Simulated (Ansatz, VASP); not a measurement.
SiC: VASP beside Ansatz

The input INCAR:

```
SYSTEM = SiC
  PREC = Accurate
  ENCUT = 600
  EDIFF = 1E-6
  ISMEAR = 0
  SIGMA = 0.01
  LREAL = .False.
  LASPH = .True.
  NELM = 120
  ALGO = Normal
  ISIF = 2
  LWAVE = .False.
  LCHARG = .False.
  GGA = PS
  NBANDS = 11
  GGA_COMPAT = .False.
```

KPOINTS

```
Automatic mesh
0
Gamma
  8 8 8
  0 0 0
```

Contents of POSCAR:

```
SiC
1.0
    0.0000000000      2.1981992271      2.1981992271
    2.1981992271      0.0000000000      2.1981992271
    2.1981992271      2.1981992271      0.0000000000
Si C
1 1
Direct
    0.0000000000      0.0000000000      0.0000000000
    0.2500000000      0.2500000000      0.2500000000
```

Input for Ansatz:

```yaml
crystal:
  lattice:
    - [0.0, 2.1981992271473323, 2.1981992271473323]
    - [2.1981992271473323, 0.0, 2.1981992271473323]
    - [2.1981992271473323, 2.1981992271473323, 0.0]
  atoms:
    - { symbol: Si, position: [0.0, 0.0, 0.0] }
    - { symbol: C, position: [0.25, 0.25, 0.25] }
basis:
  ecutwfc: 500.0
kpoints:
  mp_grid:
    grid: [8, 8, 8]
hamiltonian:
  xc: pbesol
scf:
  occupations:
    method: fixed
output:
  stress: true
```

Alike in both runs: task single point; functional PBEsol; k mesh 8 × 8 × 8; no spin polarisation.

```csv
,VASP,Ansatz
version,VASP 6.6.1,Ansatz 0.2.0
potentials or method,"VASP PAW PBE potentials, release 64 (Si, C), cutoff 600 eV","plane waves, PAW"
occupations,"gaussian, width 0.01 eV",fixed
valence electrons in the cell,8,8
```

```tsv
	VASP	Ansatz	Ansatz less VASP
pressure (GPa)	-5.5	-5.7	-0.21
```

VASP's potentials were made for PBE, not for PBEsol.
